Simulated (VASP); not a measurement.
Wanted: the native input for a VASP 6.6.1 run.

```yaml
Task: single point
Functional: LDA
Potentials_or_basis: VASP PAW LDA potentials, release 64 (Ti_sv)
Cutoff: 520 eV
k_mesh: 18 × 18 × 18
Occupations: fermi-dirac, width 0.1 eV
Spin: no spin polarisation
Dipole_correction: no
Further_INCAR_settings: ALGO = Normal; EDIFF = 1e-06; NBANDS = 12
```

The structure of Ti lies in POSCAR:

```
Ti
1.0
    0.0000000000      1.7607923512      1.7607923512
    1.7607923512      0.0000000000      1.7607923512
    1.7607923512      1.7607923512      0.0000000000
Ti
1
Direct
    0.0000000000      0.0000000000      0.0000000000
```

This cell differs from its parent crystal: volume scaled by 0.68.

These files were run (other wordings do the same):

INCAR

```
PREC = Accurate
ENCUT = 520
EDIFF = 1E-6
ISMEAR = -1
SIGMA = 0.1
LREAL = F
LASPH = T
NELM = 80
ALGO = Normal
ISIF = 2
LWAVE = F
LCHARG = F
NBANDS = 12
```

KPOINTS

```
Automatic mesh
0
Gamma
  18 18 18
```

Potentials or basis: VASP PAW LDA potentials, release 64 (Ti_sv).

Command:

```console
$ cat potpaw_LDA.64/Ti_sv/POTCAR > POTCAR
$ mpirun -np 1 vasp_std > vasp.out
```

It gave:

```yaml
Pressure: 85.1 GPa
Band_gap_on_the_k_mesh: zero (band 6 reaches 14.87 eV, above the bottom of band 7 at 13.06 eV)
```

Wall time 10 s on 1 thread of Intel(R) Xeon(R) 6975P-C (Granite Rapids), on a shared host, peak memory 0.14 GiB.
